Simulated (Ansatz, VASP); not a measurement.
# HfSi in VASP and in Ansatz

```
Hf Si
1.0
     0.00000    2.65000    2.65000
     2.65000    0.00000    2.65000
     2.65000    2.65000    0.00000
Hf Si
1 1
Cartesian
  0.0000 0.0000 0.0000
  2.6500 2.6500 2.6500
```

Alike in both runs: task single point; functional PBEsol; k mesh 10 × 10 × 10; occupations fermi-dirac, width 0.15 eV; no spin polarisation.

```csv
,VASP,Ansatz
version,VASP 6.6.1,Ansatz 0.2.0
potentials or method,"VASP PAW PBE potentials, release 64 (Hf_pv, Si), cutoff 500 eV","scalar-relativistic, plane waves, PAW"
valence electrons in the cell,14,30
```

Ansatz gave:

* gap on the k mesh at the Fermi level (eV): none
* pressure (GPa): -0.2

Problem. Estimate VASP's values.

Solution. gap on the k mesh at the Fermi level (eV): none; pressure (GPa): -0.1.

VASP's potentials were made for PBE, not for PBEsol. A gap of «none» marks a metal or a gap that the smearing closes. VASP's potentials hold 14 valence electrons a cell and Ansatz's 30, so a difference there can come from the potentials and not from the codes.

Spin-orbit coupling is off throughout.
